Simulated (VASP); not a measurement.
CuO, 16 atoms in the cell. Symmetry: P2_1/c, No. 14, monoclinic system. Conventional cell: a = 4.216 Å, b = 4.120 Å, c = 6.470 Å, α = 90.00°, β = 126.70°, γ = 90.00°. Cu (site symmetry 1) has 4 O at 1.96 to 1.97 Å within 2.6 Å. Within 2.7 Å of O (site symmetry 1) lie 4 Cu at 1.96 to 1.97 Å and 2 O at 2.58 to 2.63 Å. 

- Program: VASP 6.6.1
- Task: single point
- Functional: PBE
- Potentials or basis: VASP PAW PBE potentials, release 64 (Cu, O)
- Cutoff: 520 eV
- k mesh: 3 × 6 × 3
- Occupations: gaussian, width 0.02 eV
- Spin: collinear spin
- Starting moments: [1.0, -1.0, -1.0, 1.0, 1.0, -1.0, -1.0, 1.0, 0.0, 0.0, 0.0, 0.0, 0.0, 0.0, 0.0, 0.0] μB
- Hubbard terms: Cu d U = 4.0 eV
- Dipole correction: no
- Further INCAR settings: LREAL = Auto; ALGO = Normal; EDIFF = 1e-06; NBANDS = 86

Potentials or basis: VASP PAW PBE potentials, release 64 (Cu, O).

The run is started by

```sh
$ cat potpaw_PBE.64/Cu/POTCAR potpaw_PBE.64/O/POTCAR > POTCAR
$ mpirun -np 1 vasp_std > vasp.out
```

Hardware: 1 thread of AMD EPYC 9R14 (Zen 4), with other jobs on the host.

Task: Estimate the wall time of this run.

Result: Run time: 18 min on 1 thread of AMD EPYC 9R14 (Zen 4) (shared host), peak memory 0.54 GiB. Counts: scf iterations 18, k points 20.
